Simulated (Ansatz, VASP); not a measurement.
# Fe2O3 in VASP and in Ansatz

```xyz
10
Lattice="2.3865 1.3778 4.4345 -2.3865 1.3778 4.4345 0.0000 -2.7557 4.4345" Properties=species:S:1:pos:R:3 pbc="T T T"
Fe    0.0000    0.0000    4.5958
Fe    0.0000    0.0000    2.0560
Fe    0.0000    0.0000    8.7078
Fe    0.0000    0.0000   11.2476
O    -0.8915    1.3778    7.7604
O    -0.7475   -1.4610    7.7604
O     1.6390    0.0831    7.7604
O     0.8915   -1.3778    5.5432
O     0.7475    1.4610    5.5432
O    -1.6390   -0.0831    5.5432
```

Alike in both runs: functional PBE; k mesh 6 × 6 × 6; occupations gaussian, width 0.05 eV; collinear spin.

Ansatz relaxed the structure, and its values are those at the end. VASP's run is a single point on that final structure, the one shown.

```csv
,VASP,Ansatz
version,VASP 6.6.1,Ansatz 0.2.0
potentials or method,"VASP PAW PBE potentials, release 64 (Fe, O), cutoff 520 eV","scalar-relativistic, plane waves, PAW"
valence electrons in the cell,68,100
```

|  | VASP | Ansatz | Ansatz less VASP |
| --- | --- | --- | --- |
| gap on the k mesh at the Fermi level (eV) | none | none | - |
| pressure (GPa) | 1.6 | 0.0 | -1.62 |
| rms of the force components (eV/Å) | 0.018 | 0.000 | -0.0182 |
| net moment per atom (μB) | 0.40 | 0.40 | 0.000 |
| size of the moment on the site where the two differ most (μB) | 0.94 | 0.86 | -0.080 |

Site moments also hang on the region over which each program counts them. A gap of «none» marks a metal or a gap that the smearing closes. VASP's potentials hold 68 valence electrons a cell and Ansatz's 100, so a difference there can come from the potentials and not from the codes. Ansatz's warnings: given moment on shells.
